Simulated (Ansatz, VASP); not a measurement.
## Tl: VASP beside Ansatz

```xyz
1
Lattice="-1.9895 1.9895 1.8439 1.9895 -1.9895 1.8439 1.9895 1.9895 -1.8439" Properties=species:S:1:pos:R:3 pbc="T T T"
Tl    0.0000    0.0000    0.0000
```

Change from the starting cell: strain +0.025 along x and y, -0.050 along z, atoms carried along.

Alike in both runs: task single point; functional PBE; dispersion D3(BJ); k mesh 18 × 18 × 18; occupations gaussian, width 0.15 eV; no spin polarisation.

|  | VASP | Ansatz |
| --- | --- | --- |
| version | VASP 6.6.1 | Ansatz 0.2.0 |
| potentials or method | VASP PAW PBE potentials, release 64 (Tl_d), cutoff 520 eV | scalar-relativistic, plane waves, PAW |
| valence electrons in the cell | 13 | 13 |

```tsv
	VASP	Ansatz	Ansatz less VASP
gap on the k mesh at the Fermi level (eV)	none	none	-
pressure (GPa)	0.4	0.4	+0.05
traceless stress, the component that is largest in VASP (GPa)	0.42	0.42	-0.003
```

A gap of «none» marks a metal or a gap that the smearing closes.

Neither program's run includes spin-orbit coupling.
